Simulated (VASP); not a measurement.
# Zn7GaO8 (a cell with a defect): single point with PBE

Zn7GaO8 (a cell with a defect):

```
Ga Zn O
1.0
     0.00000    4.61799   -4.61799
     4.61799    4.61799    0.00000
     4.61799    0.00000   -4.61799
Ga Zn O
1 7 8
Cartesian
  2.3090 0.0000 -2.3090
  4.6180 2.3090 -2.3011
  2.3011 2.3090 -4.6180
  4.6180 4.6259 -4.6180
  4.6180 -0.0079 -4.6180
  6.9349 2.3090 -4.6180
  4.6180 2.3090 -6.9349
  6.9270 4.6180 -6.9270
  1.1933 1.1157 -1.1933
  3.4632 3.4638 -1.1548
  1.1548 3.4638 -3.4632
  3.4632 5.7722 -3.4632
  3.4247 1.1157 -3.4247
  5.8113 3.5023 -3.4247
  3.4247 3.5023 -5.8113
  5.7728 5.7722 -5.7728
```

```
Program                : VASP 6.6.1
Task                   : single point
Functional             : PBE
Potentials or basis    : VASP PAW PBE potentials, release 64 (Ga_d, Zn, O)
Cutoff                 : 520 eV
k mesh                 : 3 × 3 × 3
Occupations            : gaussian, width 0.01 eV
Spin                   : no spin polarisation
Dipole correction      : no
Charge                 : -1
Further INCAR settings : LREAL = Auto; ALGO = Normal; EDIFF = 1e-06; NBANDS = 86; NELECT = 146.0
```

The largest force is 0.049 eV/Å.

Forces in eV/Å, atoms in the order of the input:
```
Ga   0.000  0.000  0.000
Zn   0.000  0.000  0.000
Zn   0.000  0.000  0.000
Zn   0.000  0.000  0.000
Zn   0.000  0.000  0.000
Zn   0.000  0.000  0.000
Zn   0.000  0.000  0.000
Zn   0.000  0.000  0.000
O   -0.029  0.029  0.029
O   -0.010  0.010 -0.010
O    0.010  0.010  0.010
O   -0.010 -0.010  0.010
O    0.029  0.029 -0.029
O   -0.029 -0.029 -0.029
O    0.029 -0.029  0.029
O    0.010 -0.010 -0.010
```

Levels at points of the mesh, in eV from the Fermi level:
| k point | band 69 | band 70 | band 71 | band 72 | band 73 | band 74 | band 75 | band 76 | band 77 | band 78 |
| --- | --- | --- | --- | --- | --- | --- | --- | --- | --- | --- |
| (0.00, 0.00, 0.00) | -4.19 | -3.47 | -3.47 | -3.47 | -3.16 | 1.09 | 1.30 | 1.30 | 1.30 | 1.80 |

Run time: 2 min on 1 thread of Intel(R) Xeon(R) 6975P-C (Granite Rapids), with other jobs on the host, peak memory 0.36 GiB.

Caveat: the cell carries a net charge on a neutralising background, which shifts energy and pressure; the cell is charged against a uniform background, so pressure and absolute levels hang on convention.
